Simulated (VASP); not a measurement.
The system is CdTe.

```
CELL_PARAMETERS angstrom
0.00000 3.20500 3.20500
3.20500 0.00000 3.20500
3.20500 3.20500 0.00000
ATOMIC_POSITIONS crystal
Cd 0.00000 0.00000 0.00000
Te 0.75000 0.75000 0.75000
```

```yaml
Program: VASP 6.6.1
Task: relaxation of cell and atoms
Functional: PBE
Potentials_or_basis: VASP PAW PBE potentials, release 64 (Cd, Te)
Cutoff: 500 eV
k_mesh: 6 × 6 × 6
Occupations: gaussian, width 0.01 eV
Spin: no spin polarisation
```

At the start: pressure 4.4 GPa; volume 32.92 Å³/atom.

Task: How do energy, volume and symmetry change on relaxing?

Result: Over 3 steps the energy falls by 42.6 meV/atom and the volume is 36.30 Å³/atom (+10.2 %); space group F-43m (No. 216, to 0.1 Å) before and after.

Step by step:
| step | energy change (eV) | largest force (eV/Å) | pressure (GPa) | volume (Å³) |
| --- | --- | --- | --- | --- |
| 1 | 0.0000 | 0.0000 | 4.41 | 65.84 |
| 2 | -0.0779 | 0.0000 | -1.01 | 74.86 |
| 3 | -0.0851 | 0.0000 | 0.02 | 72.59 |

Final structure:
```
Cd Te
1.0
     0.00000    3.31093    3.31093
     3.31093    0.00000    3.31093
     3.31093    3.31093    0.00000
Cd Te
1 1
Cartesian
  0.0000 0.0000 0.0000
  4.9664 4.9664 4.9664
```
